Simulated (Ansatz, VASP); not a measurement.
# BiTe5: VASP beside Ansatz

```
Bi Te
1.0
     3.82617    0.00000    0.00000
     0.00000    3.82617    0.00000
     0.00000    0.00000   12.13930
Bi Te
1 5
Cartesian
  1.9131 1.9131 0.0000
  1.9131 1.9131 4.1899
  1.9131 1.9131 7.9494
  0.0000 0.0000 1.9471
  0.0000 0.0000 10.1922
  0.0000 0.0000 6.0696
```

Change from the starting cell: species swapped into the Hf5Pb type (P4/mmm, No. 123).

Alike in both runs: task relaxation of cell and atoms; functional PBE; k mesh 4 × 4 × 2; occupations gaussian, width 0.1 eV; no spin polarisation.

|  | VASP | Ansatz |
| --- | --- | --- |
| version | VASP 6.6.1 | Ansatz 0.2.0 |
| potentials or method | VASP PAW PBE potentials, release 64 (Bi_d, Te), cutoff 600 eV | scalar-relativistic, plane waves, PAW |
| valence electrons in the cell | 45 | 95 |

|  | VASP | Ansatz | Ansatz less VASP |
| --- | --- | --- | --- |
| gap on the k mesh at the Fermi level, each at its own relaxed structure (eV) | none | none | - |
| relaxed volume (Å³/atom) | 29.58 | 29.66 | +0.077 |
| relaxed length of the cell vector where the two differ most in proportion (Å) | 3.914 | 3.923 | +0.0096 |

A gap of «none» marks a metal or a gap that the smearing closes. VASP's potentials hold 45 valence electrons a cell and Ansatz's 95, so a difference there can come from the potentials and not from the codes.

The k mesh is coarse, so the values compare programs but aren't converged. Spin-orbit coupling is off throughout.
